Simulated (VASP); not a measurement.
Write the native input for VASP 6.6.1 that does the following.

- Task: relaxation of cell and atoms
- Functional: PBE
- Potentials or basis: VASP PAW PBE potentials, release 64 (Li_sv, H)
- Cutoff: 750 eV
- k mesh: 12 × 12 × 12
- Occupations: gaussian, width 0.02 eV
- Spin: no spin polarisation
- Dipole correction: no
- Further INCAR settings: ALGO = Normal; EDIFF = 1e-07; IBRION = 2; EDIFFG = -0.01; NSW = 100; ISIF = 3

The structure of LiH lies in POSCAR:

```
LiH
1.0
    2.5062775402      0.0000000000      0.0000000000
    0.0000000000      2.5062775402      0.0000000000
    0.0000000000      0.0000000000      2.5062775402
Li H
1 1
Direct
    0.5000000000      0.5000000000      0.5000000000
    0.0000000000      0.0000000000      0.0000000000
```

One way to write it, as run:

INCAR

```
SYSTEM = LiH
ALGO     = Normal         ! electronic algorithm
EDIFF    = 1E-7           ! SCF threshold, eV
EDIFFG   = -0.01          ! ionic threshold
ENCUT    = 750            ! plane-wave cutoff, eV
GGA      = PE             ! functional
GGA_COMPAT= .False.      
IBRION   = 2              ! ionic algorithm
ISIF     = 3              ! what is computed and relaxed
ISMEAR   = 0              ! smearing method
LASPH    = .True.         ! aspherical terms in the spheres
LCHARG   = .False.        ! write CHGCAR
LREAL    = .False.        ! projectors in reciprocal space
LWAVE    = .False.        ! write WAVECAR
NELM     = 120            ! most SCF steps
NELMIN   = 4            
NSW      = 100            ! ionic steps
PREC     = Accurate       ! precision mode
SIGMA    = 0.02           ! smearing width, eV
```

KPOINTS

```
k-points
0
Gamma
  12 12 12
  0 0 0
```

Potentials or basis: VASP PAW PBE potentials, release 64 (Li_sv, H).

Command:

```console
$ cat potpaw_PBE.64/Li_sv/POTCAR potpaw_PBE.64/H/POTCAR > POTCAR
$ mpirun -np 1 vasp_std > vasp.out
```

It gave:

```yaml
Pressure_after_relaxing: -0.1 GPa
Band_gap_on_the_k_mesh: 0.72 eV, indirect (least direct gap 4.21 eV)
```

Caveat: the relaxation stopped at its first step, so nothing moved.

Run time: 10 s on 1 thread of Intel Xeon 8259CL, with other jobs on the host, peak memory 0.13 GiB.
